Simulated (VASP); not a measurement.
**Nb: single point with PBEsol**

Crystal: Nb.

```
CELL_PARAMETERS angstrom
0.00000 2.90409 2.90409
2.90409 0.00000 2.90409
2.90409 2.90409 0.00000
ATOMIC_POSITIONS crystal
Nb 0.50000 0.50000 0.50000
Nb 0.75000 0.75000 0.75000
```

```yaml
Program: VASP 6.6.1
Task: single point
Functional: PBEsol
Potentials_or_basis: VASP PAW PBE potentials, release 64 (Nb_sv)
Cutoff: 500 eV
k_mesh: 6 × 6 × 6
Occupations: gaussian, width 0.1 eV
Spin: no spin polarisation
```

- Pressure: 0.2 GPa
- Band gap on the k mesh: zero (band 13 reaches 7.66 eV, above the bottom of band 14 at 6.28 eV)

Levels at points of the mesh, in eV from the Fermi level:
| k point | band 10 | band 11 | band 12 | band 13 | band 14 | band 15 | band 16 | band 17 |
| --- | --- | --- | --- | --- | --- | --- | --- | --- |
| (0.00, 0.00, 0.00) | -1.63 | -1.63 | -0.58 | -0.58 | -0.58 | 1.98 | 1.98 | 1.98 |
| (0.50, 0.00, 0.00) | -1.75 | -1.43 | -1.43 | -0.85 | -0.85 | 0.74 | 3.13 | 3.13 |
| (0.50, 0.50, 0.00) | -2.60 | -0.79 | -0.79 | 0.47 | 0.47 | 1.28 | 1.28 | 4.91 |

It used 24 s of CPU time on 1 thread of AMD EPYC 7R13 Processor (Zen 3), on a shared host.

Caveat: the PAW data sets were made with another functional, which shifts forces and pressure a little.
